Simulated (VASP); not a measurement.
Input of a VASP 6.6.1 run:

The input INCAR:

```
SYSTEM = ZrC
ALGO     = Normal         ! electronic algorithm
EDIFF    = 1E-7           ! SCF threshold, eV
ENCUT    = 520            ! plane-wave cutoff, eV
GGA      = PE             ! functional
ISIF     = 2              ! what is computed and relaxed
ISMEAR   = 0              ! smearing method
LASPH    = .TRUE.         ! aspherical terms in the spheres
LCHARG   = .FALSE.        ! write CHGCAR
LREAL    = .FALSE.        ! projectors in reciprocal space
LWAVE    = .FALSE.        ! write WAVECAR
NBANDS   = 15             ! bands
NELM     = 60             ! most SCF steps
PREC     = Accurate       ! precision mode
SIGMA    = 0.15           ! smearing width, eV
```

File KPOINTS:

```
k-points
0
G
  18 18 18
  0 0 0
```

File POSCAR:

```
ZrC
1.0
    0.0000000000      2.3502100000      2.3502100000
    2.3502100000      0.0000000000      2.3502100000
    2.3502100000      2.3502100000      0.0000000000
Zr C
1 1
Direct
    0.5000000000      0.5000000000      0.5000000000
   -0.0558460733     -0.0558460733      0.0558460733
```

Potentials or basis: VASP PAW PBE potentials, release 64 (Zr_sv, C).

Launch:

```console
$ cat potpaw_PBE.64/Zr_sv/POTCAR potpaw_PBE.64/C/POTCAR > POTCAR
$ mpirun -np 1 vasp_std > vasp.out
```

Task: Predict the pressure.

Result: 7.2 GPa.

Task: What does it give for the largest force?

Result: 2.313 eV/Å.

Task: What does it give for the band gap on the k mesh?

Result: Zero (bands 8 and 9 overlap by 0.81 eV).

Stress tensor (GPa, compression positive):
```
 0.73  0.00  0.00
 0.00  0.73  0.00
 0.00  0.00 20.14
```

Caveat: the cell differs from its parent crystal (all C atoms moved +0.263 Å, as atom 2 towards its neighbour atom 1 (Zr) at 2.350 Å); the cell stands under pressure; forces of over 1 eV/Å act on the atoms, so gaps and moduli don't describe the material at rest.
